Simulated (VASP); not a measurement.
# Te2Pb3Se (P-3m1) in VASP: relaxation of shape and atoms at fixed volume with PBE

Aim: the relaxation of shape and atoms at fixed volume of Te2Pb3Se with PBE.

Program: VASP 6.6.1. These are calculated values, not measurements. Logs are shortened: lines on timing, memory, paths and dates and some standing lists are left out, and cuts for length are marked.

### Step 1. The cell of the first run

Symmetry: P-3m1, No. 164, trigonal system. The conventional cell has a = 4.605 Å, b = 4.605 Å, c = 11.283 Å, α = 90.00°, β = 90.00°, γ = 120.00°. Te (site symmetry 3m) has 6 Pb at 3.30 Å within 4.3 Å. Within 4.4 Å of Pb (site symmetry 3m) lie 3 Se at 3.17 Å and 3 Te at 3.30 Å and 3 Pb at 4.35 Å. Pb (site symmetry -3m) has 6 Te at 3.30 Å within 4.3 Å. Within 4.2 Å of Se (site symmetry -3m) lie 6 Pb at 3.17 Å.

### Step 2. Relaxation of shape and atoms at fixed volume, PBE (34.54 Å³/atom)

Input file INCAR:

```
  PREC = Accurate
  ENCUT = 600
  EDIFF = 1E-6
  ISMEAR = 0
  SIGMA = 0.02
  LREAL = False
  LASPH = True
  NELM = 60
  ALGO = Normal
  ISIF = 4
  LWAVE = False
  LCHARG = False
  GGA = PE
  IBRION = 2
  NSW = 50
  EDIFFG = -0.01
```

Input file KPOINTS:

```
Automatic mesh
0
Gamma
  6 6 4
```

Input file POSCAR:

```
Te2Pb3Se
1.0
    4.6054098740      0.0000000000      0.0000000000
   -2.3027049370      3.9884019457      0.0000000000
    0.0000000000      0.0000000000     11.2826867825
Te Pb Se
2 3 1
Direct
    0.3333333333      0.6666666667      0.6733831135
    0.6666666667      0.3333333333      0.3266168865
    0.6666666667      0.3333333333      0.8473269858
    0.0000000000      0.0000000000      0.5000000000
    0.3333333333      0.6666666667      0.1526730142
    0.0000000000      0.0000000000      0.0000000000
```

Potentials or basis: VASP PAW PBE potentials, release 64 (Te, Pb_d, Se).

On the command line:

```bash
$ cat potpaw_PBE.64/Te/POTCAR potpaw_PBE.64/Pb_d/POTCAR potpaw_PBE.64/Se/POTCAR > POTCAR
$ mpirun -np 1 vasp_std > vasp.out
```

OUTCAR:

```text
PREC = Accurate
   ENCUT = 600
   EDIFF = 1E-6
   ISMEAR = 0
   LREAL = False
   LASPH = True
   NELM = 60
   ISIF = 4
   GGA = PE
   IBRION = 2
   NSW = 50
   EDIFFG = -0.01

 ion  position               nearest neighbor table
   1  0.333  0.667  0.673-   4 3.30   4 3.30   4 3.30   3 3.30   3 3.30   3 3.30
   2  0.667  0.333  0.327-   4 3.30   4 3.30   4 3.30   5 3.30   5 3.30   5 3.30
   3  0.667  0.333  0.847-   6 3.17   6 3.17   6 3.17   1 3.30   1 3.30   1 3.30
   4  0.000  0.000  0.500-   1 3.30   2 3.30   1 3.30   2 3.30   2 3.30   1 3.30
   5  0.333  0.667  0.153-   6 3.17   6 3.17   6 3.17   2 3.30   2 3.30   2 3.30
   6  0.000  0.000  0.000-   3 3.17   5 3.17   5 3.17   3 3.17   3 3.17   5 3.17

  LATTYP: Found a hexagonal cell.
 ALAT       =     4.6054098740
 C/A-ratio  =     2.4498767952

  Lattice vectors:

 A1 = (   4.6054098740,   0.0000000000,   0.0000000000)
 A2 = (  -2.3027049370,   3.9884019457,   0.0000000000)
 A3 = (   0.0000000000,   0.0000000000,  11.2826867825)

Analysis of symmetry for initial positions (statically):
=====================================================================
 Subroutine PRICEL returns:
 Original cell was already a primitive cell.

 Routine SETGRP: Setting up the symmetry group for a
 hexagonal supercell.

 Subroutine GETGRP returns: Found 12 space group operations
 (whereof 12 operations were pure point group operations)
 out of a pool of 24 trial point group operations.

The static configuration has the point symmetry D_3d.

Analysis of symmetry for dynamics (positions and initial velocities):
=====================================================================
 Subroutine PRICEL returns:
 Original cell was already a primitive cell.

 Routine SETGRP: Setting up the symmetry group for a
 hexagonal supercell.

 Subroutine GETGRP returns: Found 12 space group operations
 (whereof 12 operations were pure point group operations)
 out of a pool of 24 trial point group operations.

The dynamic configuration has the point symmetry D_3d.

 Subroutine INISYM returns: Found 12 space group operations
 (whereof 12 operations are pure point group operations),
 and found     1 'primitive' translations

[... 164 lines left out ...]
 -----------------------------------------------------------------------------
  energy-cutoff  :      600.00
  volume of cell :      207.24
      direct lattice vectors                 reciprocal lattice vectors
     4.605409874  0.000000000  0.000000000     0.217135940  0.125363493  0.000000000
    -2.302704937  3.988401946  0.000000000     0.000000000  0.250726986  0.000000000
     0.000000000  0.000000000 11.282686783     0.000000000  0.000000000  0.088631371

 POSITION                                       TOTAL-FORCE (eV/Angst)
 -----------------------------------------------------------------------------------
     -0.00000      2.65893      7.59757         0.000000     -0.000000     -0.002486
      2.30270      1.32947      3.68512        -0.000000      0.000000      0.002486
      2.30270      1.32947      9.56012         0.000000      0.000000     -0.012499
      0.00000      0.00000      5.64134         0.000000      0.000000      0.000000
     -0.00000      2.65893      1.72256        -0.000000      0.000000      0.012499
      0.00000      0.00000      0.00000         0.000000      0.000000      0.000000
 -----------------------------------------------------------------------------------
    total drift:                                0.000000     -0.000000     -0.000000

  FREE ENERGIE OF THE ION-ELECTRON SYSTEM (eV)
  ---------------------------------------------------
  free  energy   TOTEN  =       -23.1852966082 eV

  energy  without entropy=      -23.1852966082  energy(sigma->0) =      -23.18529661

--------------------------------------- Ionic step        2  -------------------------------------------

 number of electron      59.9999998 magnetization

 Free energy of the ion-electron system (eV)
  ---------------------------------------------------
  ext. energy  EPLUGINS =         0.00000000
  ---------------------------------------------------
  free energy    TOTEN  =       -23.18531120 eV

  energy without entropy =      -23.18531120  energy(sigma->0) =      -23.18531120

 E-fermi :   4.6056     XC(G=0):  -9.0361

 val. band max:        4.5106984744   @ k =   0.0000   0.0000   0.5000
 cond. band min:       5.2615573357   @ k =   0.5000  -0.0000   0.5000
 fundamental gap:      0.7508588613
 Fermi energy:         4.6055881392

 k-point     1 :       0.0000    0.0000    0.0000
  band No.  band energies     occupation
      1     -12.1404      2.00000
      2     -12.1404      2.00000
      3     -12.1337      2.00000
      4     -12.1337      2.00000
      5     -12.1331      2.00000
      6     -12.1322      2.00000
[... 925 lines left out ...]
     35       8.5940      0.00000
     36       9.0527      0.00000

------------------------ aborting loop because EDIFF is reached ----------------------------------------

  FORCE on cell =-STRESS in cart. coord.  units (eV):
  Direction    XX          YY          ZZ          XY          YZ          ZX
  --------------------------------------------------------------------------------------
  -------------------------------------------------------------------------------------
  Total       -1.4799179     -1.4799179     -1.4597910      0.0000000      0.0000000      0.0000000
  in kB      -11.4411184    -11.4411184    -11.2855185      0.0000000      0.0000000      0.0000000
  external PRESSURE =     -11.3892518 kB  Pullay stress =       0.0000000 kB

 VOLUME and BASIS-vectors are now :
 -----------------------------------------------------------------------------
  energy-cutoff  :      600.00
  volume of cell :      207.24
      direct lattice vectors                 reciprocal lattice vectors
     4.605317349  0.000000000  0.000000000     0.217140302  0.125366012  0.000000000
    -2.302658674  3.988321817  0.000000000     0.000000000  0.250732024  0.000000000
     0.000000000  0.000000000 11.283140146    -0.000000000 -0.000000000  0.088627810

 POSITION                                       TOTAL-FORCE (eV/Angst)
 -----------------------------------------------------------------------------------
     -0.00000      2.65888      7.59776        -0.000000      0.000000     -0.003173
      2.30266      1.32944      3.68538         0.000000     -0.000000      0.003173
      2.30266      1.32944      9.55991        -0.000000     -0.000000     -0.007595
      0.00000      0.00000      5.64157         0.000000      0.000000      0.000000
     -0.00000      2.65888      1.72323         0.000000      0.000000      0.007595
      0.00000      0.00000      0.00000         0.000000      0.000000      0.000000
 -----------------------------------------------------------------------------------
    total drift:                                0.000000     -0.000000      0.000000

  FREE ENERGIE OF THE ION-ELECTRON SYSTEM (eV)
  ---------------------------------------------------
  free  energy   TOTEN  =       -23.1853111952 eV

  energy  without entropy=      -23.1853111952  energy(sigma->0) =      -23.18531120

 reached required accuracy - stopping structural energy minimisation
```

OSZICAR:

```text
N       E                     dE             d eps       ncg     rms          rms(c)
DAV:   1     0.645224650243E+03    0.64522E+03   -0.28893E+04  1728   0.184E+03
DAV:   2     0.561426047433E+02   -0.58908E+03   -0.57787E+03  1744   0.457E+02
DAV:   3    -0.193951302715E+02   -0.75538E+02   -0.73384E+02  2260   0.180E+02
[... 11 lines left out ...]
DAV:  15    -0.231852966082E+02    0.54541E-07   -0.32693E-06  1760   0.695E-03
   1 F= -.23185297E+02 E0= -.23185297E+02  d E =-.231853E+02
       N       E                     dE             d eps       ncg     rms          rms(c)
DAV:   1    -0.231853004369E+02   -0.37742E-05   -0.52792E-03  2028   0.286E-01    0.638E-03
DAV:   2    -0.231853111567E+02   -0.10720E-04   -0.11829E-04  2388   0.892E-02    0.328E-03
DAV:   3    -0.231853111952E+02   -0.38564E-07   -0.14493E-06  1112   0.867E-03
   2 F= -.23185311E+02 E0= -.23185311E+02  d E =-.145871E-04
```

Wall time 7.7 min (1 thread of Intel Xeon 6975P-C (Granite Rapids), shared host); peak memory 0.52 GiB.

What came out:

* Free energy: -23.1853 eV
* Energy gained by relaxing: 0.0 meV/atom
* Ionic steps: 2
* Pressure after relaxing: -1.1 GPa
* Largest force after relaxing: 0.008 eV/Å
* Band gap on the k mesh: 0.75 eV (least direct gap 0.77 eV)

Forces in eV/Å, atoms in the order of the input:
```
Te   0.000  0.000 -0.003
Te   0.000  0.000  0.003
Pb   0.000  0.000 -0.008
Pb   0.000  0.000  0.000
Pb   0.000  0.000  0.008
Se   0.000  0.000  0.000
```

Final structure:
```yaml
crystal:
  lattice:
    - [4.60532, 0.00000, 0.00000]
    - [-2.30266, 3.98832, 0.00000]
    - [0.00000, 0.00000, 11.28314]
  atoms:
    - { symbol: Te, position: [0.33333, 0.66667, 0.67337] }
    - { symbol: Te, position: [0.66667, 0.33333, 0.32663] }
    - { symbol: Pb, position: [0.66667, 0.33333, 0.84727] }
    - { symbol: Pb, position: [0.00000, 0.00000, 0.50000] }
    - { symbol: Pb, position: [0.33333, 0.66667, 0.15273] }
    - { symbol: Se, position: [0.00000, 0.00000, 0.00000] }
```

Levels at points of the mesh, in eV from the valence-band top:
```tsv
k point	band 27	band 28	band 29	band 30	band 31	band 32	band 33	band 34
(0.00, 0.00, 0.00)	-0.70	-0.70	-0.43	-0.40	1.43	1.68	2.09	2.09
(0.50, 0.00, 0.00)	-1.54	-1.26	-1.13	-1.11	2.10	2.16	2.51	2.74
(0.00, 0.00, 0.50)	-0.85	-0.63	-0.63	0.00	0.79	1.59	1.59	2.95
(0.50, 0.00, 0.50)	-2.01	-0.80	-0.76	-0.02	0.75	1.59	1.60	3.80
```

Caveat: spin-orbit coupling is left out, which moves the levels of the heavy elements. A k mesh can miss the band edges.
